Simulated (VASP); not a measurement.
# ZrOs in VASP: further runs, part 2 of 3

VASP 6.6.1.

## (3) Electric field gradients, LDA (equal xx and yy strain of -1 %)

The input, INCAR:

```
PREC = Accurate ; ENCUT = 520
EDIFF = 1E-8 ; ISMEAR = -1
SIGMA = 0.03 ; LREAL = False
LASPH = True ; NELM = 80
ALGO = Normal ; ISIF = 2
LWAVE = False ; LCHARG = False
GGA = CA ; LEFG = True
NBANDS = 17
```

The input, KPOINTS:

```
regular mesh
0
Gamma
  13 13 13
```

The input, POSCAR:

```
ZrOs
1.0
    3.2303700000      0.0000000000      0.0000000000
    0.0000000000      3.2303700000      0.0000000000
    0.0000000000      0.0000000000      3.2630000000
Zr Os
1 1
Direct
    0.5000000000      0.5000000000      0.5000000000
    0.0000000000      0.0000000000      0.0000000000
```

Potentials or basis: VASP PAW LDA potentials, release 64 (Zr_sv, Os).

The run is started by

```bash
> cat potpaw_LDA.64/Zr_sv/POTCAR potpaw_LDA.64/Os/POTCAR > POTCAR
> mpirun -np 1 vasp_std > vasp.out
```

OUTCAR:

```text
PREC = Accurate
   ENCUT = 520
   EDIFF = 1E-8
   ISMEAR = -1
   LREAL = False
   LASPH = True
   NELM = 80
   ISIF = 2
   GGA = CA

 ion  position               nearest neighbor table
   1  0.500  0.500  0.500-   2 2.81   2 2.81   2 2.81   2 2.81   2 2.81   2 2.81   2 2.81   2 2.81

   2  0.000  0.000  0.000-   1 2.81   1 2.81   1 2.81   1 2.81   1 2.81   1 2.81   1 2.81   1 2.81

  LATTYP: Found a simple tetragonal cell.
 ALAT       =     3.2303700000
 C/A-ratio  =     1.0101010101

  Lattice vectors:

 A1 = (   3.2303700000,   0.0000000000,   0.0000000000)
 A2 = (   0.0000000000,   3.2303700000,   0.0000000000)
 A3 = (   0.0000000000,   0.0000000000,   3.2630000000)

Analysis of symmetry for initial positions (statically):
=====================================================================
 Subroutine PRICEL returns:
 Original cell was already a primitive cell.

 Routine SETGRP: Setting up the symmetry group for a
 simple tetragonal supercell.

 Subroutine GETGRP returns: Found 16 space group operations
 (whereof 16 operations were pure point group operations)
 out of a pool of 16 trial point group operations.

The static configuration has the point symmetry D_4h.

Analysis of symmetry for dynamics (positions and initial velocities):
=====================================================================
 Subroutine PRICEL returns:
 Original cell was already a primitive cell.

 Routine SETGRP: Setting up the symmetry group for a
 simple tetragonal supercell.

 Subroutine GETGRP returns: Found 16 space group operations
 (whereof 16 operations were pure point group operations)
 out of a pool of 16 trial point group operations.

The dynamic configuration has the point symmetry D_4h.

 Subroutine INISYM returns: Found 16 space group operations
 (whereof 16 operations are pure point group operations),
 and found     1 'primitive' translations

----------------------------------------------------------------------------------------

                                     Primitive cell

  volume of cell :      34.0504

  direct lattice vectors                    reciprocal lattice vectors
     3.230370000  0.000000000  0.000000000     0.309562063  0.000000000  0.000000000
     0.000000000  3.230370000  0.000000000     0.000000000  0.309562063  0.000000000
     0.000000000  0.000000000  3.263000000     0.000000000  0.000000000  0.306466442

  length of vectors
     3.230370000  3.230370000  3.263000000     0.309562063  0.309562063  0.306466442

  position of ions in fractional coordinates (direct lattice)
     0.500000000  0.500000000  0.500000000
     0.000000000  0.000000000  0.000000000

  ion indices of the primitive-cell ions
   primitive index   ion index
                 1           1
                 2           2

----------------------------------------------------------------------------------------

 KPOINTS: regular mesh

[... 67 lines left out ...]
   EDIFF  = 0.1E-07   stopping-criterion for ELM
   LREAL  =      F    real-space projection
   EDIFFG = 0.1E-06   stopping-criterion for IOM
   NSW    =      0    number of steps for IOM
   IBRION =     -1    ionic relax: 0-MD 1-quasi-New 2-CG
   NFREE  =      0    steps in history (QN), initial steepest desc. (CG)
   ISIF   =      2    stress and relaxation
   ISYM   =      2    0-nonsym 1-usesym 2-fastsym
   POTIM  = 0.5000    time-step for ionic-motion
   TEBEG  =    0.0;   TEEND  =   0.0 temperature during run
   PSTRESS=    0.0 pullay stress
   NELECT =      20.0000    total number of electrons
   NUPDOWN=      -1.0000    fix difference up-down
   EMIN   =  10.00;   EMAX   =-10.00  energy-range for DOS
   EFERMI =   0.00;   METHOD = LEGACY
   ISMEAR =    -1;   SIGMA  =   0.03  broadening in eV -4-tet -1-fermi 0-gaus
   EFERMI_NEDOS =   21; number of points for ismear=-14 and -15
   IALGO  =     38    algorithm
   IMIX   =      4    mixing-type and parameters
     AMIX     =   0.40;   BMIX     =  1.00
     AMIX_MAG =   1.60;   BMIX_MAG =  1.00
  volume/ion in A,a.u.               =      17.03       114.89
  Fermi-wavevector in a.u.,A,eV,Ry     =   1.371022  2.590855 25.574874  1.879700
  Thomas-Fermi vector in A             =   2.496756
   LORBIT       =      0    0 simple, 1 ext, 2 COOP (PROOUT), +10 PAW based schemes
   GGA     = CA    functional components
   LHFCALC =     F    Hartree Fock is set to
   AEXX    =    0.0000 exact exchange contribution
   IVDW    =     0    specifies the selected vdW correction
   LEPSILON=     F    determine dielectric tensor
   LRPA    =     F    only Hartree local field effects (RPA)
 non-spin polarized calculation
  energy-cutoff  :      520.00
  volume of cell :       34.05
 maximum number of plane-waves:       934
   NGX = 13   NGY = 13   NGZ = 13

 number of electron      20.0000000 magnetization

 Free energy of the ion-electron system (eV)
  ---------------------------------------------------
  ext. energy  EPLUGINS =         0.00000000
  ---------------------------------------------------
  free energy    TOTEN  =       -23.06581880 eV

  energy without entropy =      -23.06356266  energy(sigma->0) =      -23.06469073

 E-fermi :   9.9775     XC(G=0): -12.9343

 val. band max:        9.9759068540   @ k =   0.1538   0.0000   0.4615
 cond. band min:       9.9826844582   @ k =   0.3846   0.0000   0.4615
 fundamental gap:      0.0067776043
 Fermi energy:         9.9774995463

 k-point     1 :       0.0000    0.0000    0.0000
  band No.  band energies     occupation
      1     -38.4895      2.00000
      2     -16.5047      2.00000
      3     -16.4873      2.00000
      4     -16.4873      2.00000
      5       1.9458      2.00000
      6       4.6041      2.00000
[... 457 lines left out ...]
      4     -16.4457      2.00000
      5       4.4697      2.00000
      6       5.4278      2.00000
[... 9 lines left out ...]
     16      15.9885      0.00000
     17      20.7524      0.00000

 [... further k-points ...]
[... 5 lines left out ...]
  --------------------------------------------------------------------------------------
  -------------------------------------------------------------------------------------
  Total       -0.4744858     -0.4744858     -0.8595362      0.0000000      0.0000000      0.0000000
  in kB      -22.3260651    -22.3260651    -40.4439106      0.0000000      0.0000000      0.0000000
  external PRESSURE =     -28.3653469 kB  Pullay stress =       0.0000000 kB

 VOLUME and BASIS-vectors are now :
 -----------------------------------------------------------------------------
  energy-cutoff  :      520.00
  volume of cell :       34.05
      direct lattice vectors                 reciprocal lattice vectors
     3.230370000  0.000000000  0.000000000     0.309562063  0.000000000  0.000000000
     0.000000000  3.230370000  0.000000000     0.000000000  0.309562063  0.000000000
     0.000000000  0.000000000  3.263000000     0.000000000  0.000000000  0.306466442

 POSITION                                       TOTAL-FORCE (eV/Angst)
 -----------------------------------------------------------------------------------
      1.61519      1.61519      1.63150         0.000000      0.000000      0.000000
      0.00000      0.00000      0.00000         0.000000      0.000000      0.000000
 -----------------------------------------------------------------------------------
    total drift:                                0.000000     -0.000000     -0.000000

  FREE ENERGIE OF THE ION-ELECTRON SYSTEM (eV)
  ---------------------------------------------------
  free  energy   TOTEN  =       -23.0658188031 eV

  energy  without entropy=      -23.0635626551  energy(sigma->0) =      -23.06469073

 Electric field gradients (V/A^2)
---------------------------------------------------------------------
 ion       V_xx      V_yy      V_zz      V_xy      V_xz      V_yz
---------------------------------------------------------------------
   1       0.968     0.968    -1.936    -0.000    -0.000     0.000
   2      -9.619    -9.619    19.238    -0.000     0.000    -0.000
---------------------------------------------------------------------

 Electric field gradients after diagonalization (V/A^2)
 (convention: |V_zz| > |V_xx| > |V_yy|)
----------------------------------------------------------------------
 ion       V_xx      V_yy      V_zz     asymmetry (V_yy - V_xx)/ V_zz
----------------------------------------------------------------------
   1       0.968     0.968    -1.936       0.000
   2      -9.619    -9.619    19.238       0.000
----------------------------------------------------------------------

           NMR quadrupolar parameters

 Cq : quadrupolar parameter    Cq=e*Q*V_zz/h
 eta: asymmetry parameters     (V_yy - V_xx)/ V_zz
 Q  : nuclear electric quadrupole moment in mb (millibarn)
----------------------------------------------------------------------
 ion       Cq(MHz)       eta       Q (mb)
----------------------------------------------------------------------
   1      -0.005       0.000       1.000
   2       0.047       0.000       1.000
----------------------------------------------------------------------
```

OSZICAR:

```text
N       E                     dE             d eps       ncg     rms          rms(c)
DAV:   1     0.146995303355E+03    0.14700E+03   -0.10645E+04  6912   0.116E+03
DAV:   2    -0.151887300045E+02   -0.16218E+03   -0.15494E+03  7605   0.347E+02
DAV:   3    -0.237775922995E+02   -0.85889E+01   -0.84791E+01 10614   0.664E+01
DAV:   4    -0.240972047981E+02   -0.31961E+00   -0.31885E+00  8062   0.858E+00
DAV:   5    -0.241047783681E+02   -0.75736E-02   -0.75720E-02  9509   0.124E+00    0.228E+01
DAV:   6    -0.232898870304E+02    0.81489E+00   -0.11026E+00  7108   0.779E+00    0.942E+00
DAV:   7    -0.231032463902E+02    0.18664E+00   -0.66888E-01  8543   0.577E+00    0.269E+00
DAV:   8    -0.230675211643E+02    0.35725E-01   -0.16147E-01  8870   0.273E+00    0.834E-01
DAV:   9    -0.230657618016E+02    0.17594E-02   -0.12959E-02  7738   0.103E+00    0.756E-02
DAV:  10    -0.230658129841E+02   -0.51183E-04   -0.26792E-04  8842   0.135E-01    0.364E-02
DAV:  11    -0.230658186661E+02   -0.56820E-05   -0.26406E-05  9493   0.350E-02    0.939E-03
DAV:  12    -0.230658188787E+02   -0.21260E-06   -0.85841E-07  8297   0.729E-03    0.408E-03
DAV:  13    -0.230658188043E+02    0.74372E-07   -0.88793E-08  8131   0.306E-03    0.897E-04
DAV:  14    -0.230658188031E+02    0.11978E-08   -0.53067E-09  4481   0.638E-04
   1 F= -.23065819E+02 E0= -.23064691E+02  d E =-.225615E-02
```

Wall time 24 s (1 thread of Intel Xeon 6975P-C (Granite Rapids), shared host); peak memory 0.22 GiB.

What came out:

```yaml
Free_energy: -23.0658 eV
Pressure: -2.8 GPa
Band_gap_on_the_k_mesh: zero (band 10 reaches 10.36 eV, above the bottom of band 11 at 9.21 eV)
```

Levels at points of the mesh, in eV from the Fermi level:
```csv
k point,band 8,band 9,band 10,band 11,band 12,band 13
"(0.00, 0.00, 0.00)",-1.70,-1.70,-1.60,2.03,2.19,5.27
```

Electric field gradients, principal values (V/Å²):
| atom | least | middle | greatest (by size) |
| --- | --- | --- | --- |
| 1 Zr | 0.968 | 0.968 | -1.936 |
| 2 Os | -9.619 | -9.619 | 19.238 |

Caveat: the cell differs from its parent crystal (equal xx and yy strain of -1 %); without QUAD_EFG the Cq values of the log hold for a quadrupole moment of 1 mb, not for the nuclei; spin-orbit coupling is left out, which moves the levels of the heavy elements.

## (4) Electric field gradients, LDA (volume scaled by 0.98)

The input, INCAR:

```
PREC = Accurate ; ENCUT = 520
EDIFF = 1E-8 ; ISMEAR = -1
SIGMA = 0.03 ; LREAL = F
LASPH = T ; NELM = 80
ALGO = Normal ; ISIF = 2
LWAVE = F ; LCHARG = F
LEFG = T ; NBANDS = 17
```

The input, KPOINTS:

```
Automatic mesh
0
Gamma
  13 13 13
```

The input, POSCAR:

```
ZrOs
1.0
    3.2411000113      0.0000000000      0.0000000000
    0.0000000000      3.2411000113      0.0000000000
    0.0000000000      0.0000000000      3.2411000113
Zr Os
1 1
Direct
    0.5000000000      0.5000000000      0.5000000000
    0.0000000000      0.0000000000      0.0000000000
```

Potentials or basis: VASP PAW LDA potentials, release 64 (Zr_sv, Os).

The run is started by

```bash
> cat potpaw_LDA.64/Zr_sv/POTCAR potpaw_LDA.64/Os/POTCAR > POTCAR
> mpirun -np 1 vasp_std > vasp.out
```

OUTCAR:

```text
PREC = Accurate
   ENCUT = 520
   EDIFF = 1E-8
   ISMEAR = -1
   LREAL = F
   LASPH = T
   NELM = 80
   ISIF = 2

 ion  position               nearest neighbor table
   1  0.500  0.500  0.500-   2 2.81   2 2.81   2 2.81   2 2.81   2 2.81   2 2.81   2 2.81   2 2.81

   2  0.000  0.000  0.000-   1 2.81   1 2.81   1 2.81   1 2.81   1 2.81   1 2.81   1 2.81   1 2.81

  LATTYP: Found a simple cubic cell.
 ALAT       =     3.2411000113

  Lattice vectors:

 A1 = (   3.2411000113,   0.0000000000,   0.0000000000)
 A2 = (   0.0000000000,   3.2411000113,   0.0000000000)
 A3 = (   0.0000000000,   0.0000000000,   3.2411000113)

Analysis of symmetry for initial positions (statically):
=====================================================================
 Subroutine PRICEL returns:
 Original cell was already a primitive cell.

 Routine SETGRP: Setting up the symmetry group for a
 simple cubic supercell.

[... 668 lines left out ...]
      direct lattice vectors                 reciprocal lattice vectors
     3.241100011  0.000000000  0.000000000     0.308537224  0.000000000  0.000000000
     0.000000000  3.241100011  0.000000000     0.000000000  0.308537224  0.000000000
     0.000000000  0.000000000  3.241100011     0.000000000  0.000000000  0.308537224

 POSITION                                       TOTAL-FORCE (eV/Angst)
 -----------------------------------------------------------------------------------
      1.62055      1.62055      1.62055         0.000000      0.000000      0.000000
      0.00000      0.00000      0.00000         0.000000      0.000000      0.000000
 -----------------------------------------------------------------------------------
    total drift:                                0.000000     -0.000000     -0.000000

  FREE ENERGIE OF THE ION-ELECTRON SYSTEM (eV)
  ---------------------------------------------------
  free  energy   TOTEN  =       -23.0671696920 eV

  energy  without entropy=      -23.0646582979  energy(sigma->0) =      -23.06591399

 Electric field gradients (V/A^2)
---------------------------------------------------------------------
 ion       V_xx      V_yy      V_zz      V_xy      V_xz      V_yz
---------------------------------------------------------------------
   1      -0.000    -0.000    -0.000    -0.000    -0.000    -0.000
   2      -0.000    -0.000     0.000    -0.000    -0.000    -0.000
---------------------------------------------------------------------

 Electric field gradients after diagonalization (V/A^2)
 (convention: |V_zz| > |V_xx| > |V_yy|)
----------------------------------------------------------------------
 ion       V_xx      V_yy      V_zz     asymmetry (V_yy - V_xx)/ V_zz
----------------------------------------------------------------------
   1      -0.000    -0.000    -0.000      -0.018
   2      -0.000    -0.000     0.000       0.243
----------------------------------------------------------------------

           NMR quadrupolar parameters

 Cq : quadrupolar parameter    Cq=e*Q*V_zz/h
 eta: asymmetry parameters     (V_yy - V_xx)/ V_zz
 Q  : nuclear electric quadrupole moment in mb (millibarn)
----------------------------------------------------------------------
 ion       Cq(MHz)       eta       Q (mb)
----------------------------------------------------------------------
   1      -0.000      -0.018       1.000
   2       0.000       0.243       1.000
----------------------------------------------------------------------
```

stdout:

```text
POSCAR found type information on POSCAR ZrOs
 POSCAR found :  2 types and       2 ions
 scaLAPACK will be used
 LDA part: xc-table for (Slater(with rela. corr.)+CA(PZ))
 , standard interpolation
 POSCAR, INCAR and KPOINTS ok, starting setup
 FFT: planning ... GRIDC
 FFT: planning ... GRID_SOFT
 FFT: planning ... GRID
 WAVECAR not read
 entering main loop
ion   1

ion   2
```

Run time: 30 s. Hardware: 1 thread of Intel Xeon Platinum 8375C at 2.90GHz (Ice Lake), shared host; peak memory 0.17 GiB.

What came out:

* Free energy: -23.0672 eV
* Pressure: -2.8 GPa
* Band gap on the k mesh: zero (band 10 reaches 10.29 eV, above the bottom of band 11 at 9.22 eV)

Levels at points of the mesh, in eV from the Fermi level:
```
           k point  band 7  band 8  band 9  band 10  band 11  band 12  band 13  band 14
(0.00, 0.00, 0.00)   -5.37   -1.67   -1.67    -1.67     2.11     2.11     5.28     5.28
```

Caveat: without QUAD_EFG the Cq values of the log hold for a quadrupole moment of 1 mb, not for the nuclei; spin-orbit coupling is left out, which moves the levels of the heavy elements.

(Continued in part 3 of 3.)
